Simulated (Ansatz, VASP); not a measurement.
## CdSe: VASP beside Ansatz

INCAR

```
ALGO = Normal
EDIFF = 1E-6
ENCUT = 520
GGA = PE
ISIF = 2
ISMEAR = 0
LASPH = T
LCHARG = T
LELF = T
LREAL = F
LVHAR = T
LWAVE = F
NBANDS = 26
NELM = 100
PREC = Accurate
SIGMA = 0.05
```

The input KPOINTS:

```
k-points
0
Gamma
  7 7 4
```

File POSCAR:

```
CdSe
1.0
    4.3000000000      0.0000000000      0.0000000000
   -2.1500000000      3.7239092363      0.0000000000
    0.0000000000      0.0000000000      7.0200000000
Cd Se
2 2
Direct
    0.6666666667      0.3333333333      0.5000000000
    0.3333333333      0.6666666667      0.0000000000
    0.6666666667      0.3333333333      0.8850000000
    0.3333333333      0.6666666667      0.3850000000
```

The input input.yaml:

```yaml
crystal:
  lattice:
    - [4.3, 0.0, 0.0]
    - [-2.15, 3.7239092363, 0.0]
    - [0.0, 0.0, 7.02]
  atoms:
    - { symbol: Cd, position: [0.6666666667, 0.3333333333, 0.5] }
    - { symbol: Cd, position: [0.3333333333, 0.6666666667, 0.0] }
    - { symbol: Se, position: [0.6666666667, 0.3333333333, 0.885] }
    - { symbol: Se, position: [0.3333333333, 0.6666666667, 0.385] }
hamiltonian:
  xc: pbe
  pseudopotentials: { kind: paw }
kpoints:
  mp_grid: { grid: [7, 7, 4] }
scf:
  occupations: { method: gaussian, width: 0.05 }
output:
  forces: true
  stress: true
  eigenvalues: true
  write_density: true
  write_potential: true
  elf: true
  volumetric_format: npy
```

Alike in both runs: task single point; functional PBE; k mesh 7 × 7 × 4; occupations gaussian, width 0.05 eV; no spin polarisation.

|  | VASP | Ansatz |
| --- | --- | --- |
| version | VASP 6.6.1 | Ansatz 0.2.0 |
| potentials or method | VASP PAW PBE potentials, release 64 (Cd, Se) | Ansatz PAW |
| plane-wave cutoff (eV) | 520 | 420 |
| valence electrons in the cell | 36 | 72 |

```tsv
	VASP	Ansatz	Ansatz less VASP
gap on the k mesh at the Fermi level (eV)	0.70	0.70	0.000
least direct gap on the mesh (eV)	0.70	0.70	0.000
pressure (GPa)	3.3	3.0	-0.32
traceless stress, the component that is largest in VASP (GPa)	-1.40	-1.35	+0.053
rms of the force components (eV/Å)	0.168	0.163	-0.0055
```

Atom by atom the forces differ by 0.006 eV/Å (rms over components). VASP's potentials hold 36 valence electrons a cell and Ansatz's 72, so a difference there can come from the potentials and not from the codes.

Noted on Ansatz's run: odd divisions of the mesh miss points on the zone boundary, where band edges often lie, so the gap on the mesh can be too wide.
